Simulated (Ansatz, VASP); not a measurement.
# CaO in VASP and in Ansatz

```
Ca O
1.0
     0.00000    2.57318    2.57318
     2.57318    0.00000    2.57318
     2.57318    2.57318    0.00000
Ca O
1 1
Direct
  0.00000 0.00000 0.00000
  0.50000 0.50000 0.50000
```

Alike in both runs: task single point; functional PBE; k mesh 6 × 6 × 6; occupations gaussian, width 0.1 eV; no spin polarisation.

|  | VASP | Ansatz |
| --- | --- | --- |
| version | VASP 6.6.1 | Ansatz 0.2.0 |
| potentials or method | VASP PAW PBE potentials, release 64 (Ca_sv, O), cutoff 520 eV | scalar-relativistic, plane waves, PAW |
| valence electrons in the cell | 16 | 16 |

Ansatz gave:

```
gap on the k mesh at the Fermi level (eV) : 3.25
least direct gap on the mesh (eV)         : 3.25
pressure (GPa)                            : -13.3
```

Question: What did VASP give for the same quantities?

Answer: gap on the k mesh at the Fermi level (eV): 3.24; least direct gap on the mesh (eV): 3.24; pressure (GPa): -13.0.
